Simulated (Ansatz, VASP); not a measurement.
## Nb: VASP beside Ansatz

File INCAR:

```
SYSTEM = Nb
ALGO = Normal ; EDIFF = 1E-6
ENCUT = 520 ; GGA = RE
ISIF = 2 ; ISMEAR = -1
LASPH = .True. ; LCHARG = .False.
LREAL = .False. ; LWAVE = .False.
NBANDS = 34 ; NELM = 60
PREC = Accurate ; SIGMA = 0.1
```

The input KPOINTS:

```
k-points
0
Gamma
  14 14 4
  0 0 0
```

The input POSCAR:

```
Nb
1.0
    2.9899613472      0.0000000000      0.0000000000
   -1.4949806736      2.5893824830      0.0000000000
    0.0000000000      0.0000000000     10.9504484249
Nb
4
Direct
    1.0000000000      0.0000000000      0.0000000000
    0.0000000000      0.0000000000      0.5000000000
    0.3333333333      0.6666666667      0.2500000000
    0.6666666667      0.3333333333      0.7500000000
```

Input for Ansatz:

```yaml
crystal:
  lattice:
    - [2.9899613472, 0.0, 0.0]
    - [-1.4949806736, 2.589382483, 0.0]
    - [0.0, 0.0, 10.9504484249]
  atoms:
    - { symbol: Nb, position: [1.0, 0.0, 0.0] }
    - { symbol: Nb, position: [0.0, 0.0, 0.5] }
    - { symbol: Nb, position: [0.3333333333, 0.6666666667, 0.25] }
    - { symbol: Nb, position: [0.6666666667, 0.3333333333, 0.75] }
hamiltonian:
  xc: revpbe
  pseudopotentials:
    kind: paw
    azcp:
      Nb: "pseudopotentials/Nb.paw.azcp"
basis:
  ecutwfc: 420
  fft_grid_basis: typed
kpoints:
  mp_grid: { grid: [14, 14, 4], shift: [0, 0, 0] }
magnetization:
  spin_polarized: false
scf:
  occupations: { method: fermi_dirac, width: 0.1 }
  lower_state_search: "off"
output:
  stress: true
  write_density: true
  write_potential: true
  elf: true
  volumetric_format: npy
```

Alike in both runs: task single point; functional revPBE; k mesh 14 × 14 × 4; occupations fermi-dirac, width 0.1 eV; no spin polarisation.

```csv
,VASP,Ansatz
version,VASP 6.6.1,Ansatz 0.2.0
potentials or method,"VASP PAW PBE potentials, release 64 (Nb_sv), cutoff 520 eV","plane waves (420 eV) with PAW, scalar-relativistic"
valence electrons in the cell,52,52
```

Ansatz gave:

| Property | Result |
| --- | --- |
| pressure (GPa) | -14.2 |
| traceless stress, the component that is largest in VASP (GPa) | 0.64 |

Question: Estimate VASP's values.

Answer: Pressure (GPa): -14.5; traceless stress, the component that is largest in VASP (GPa): 0.61.

VASP's potentials were made for PBE, not for revPBE.
